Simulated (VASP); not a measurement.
Ca3WN4, 8 atoms in the cell. It takes space group Pm-3m (No. 221, cubic). The conventional cell has a = 5.021 Å, b = 5.021 Å, c = 5.021 Å, α = 90.00°, β = 90.00°, γ = 90.00°. Ca (site symmetry 4/mmm) has 6 N at 2.51 Å within 3.3 Å. Within 3.3 Å of W (site symmetry m-3m) lie 6 N at 2.51 Å. Within 3.3 Å of N (site symmetry 4/mmm) lie 4 Ca at 2.51 Å and 2 W at 2.51 Å. Within 3.3 Å of N (site symmetry m-3m) lie 6 Ca at 2.51 Å. The cell was generated, and may not be a known phase.

* Program: VASP 6.6.1
* Task: single point
* Functional: PBE
* Potentials or basis: VASP PAW PBE potentials, release 64 (Ca_sv, W_sv, N)
* Cutoff: 520 eV
* k mesh: 4 × 4 × 4
* Occupations: gaussian, width 0.1 eV
* Spin: no spin polarisation
* Dipole correction: no
* Further INCAR settings: ALGO = Normal; EDIFF = 1e-07; NBANDS = 42

Potentials or basis: VASP PAW PBE potentials, release 64 (Ca_sv, W_sv, N).

Launch:

```bash
$ cat potpaw_PBE.64/Ca_sv/POTCAR potpaw_PBE.64/W_sv/POTCAR potpaw_PBE.64/N/POTCAR > POTCAR
$ mpirun -np 1 vasp_std > vasp.out
```

Hardware: 1 thread of Oxide Virtual Turin-like Processor, with other jobs on the host.

Task: How long does it take, and how much memory?

Result: It took 64 s on 1 thread of Oxide Virtual Turin-like Processor, with other jobs on the host, peak memory 0.22 GiB. Counts: scf iterations 24, k points 10.
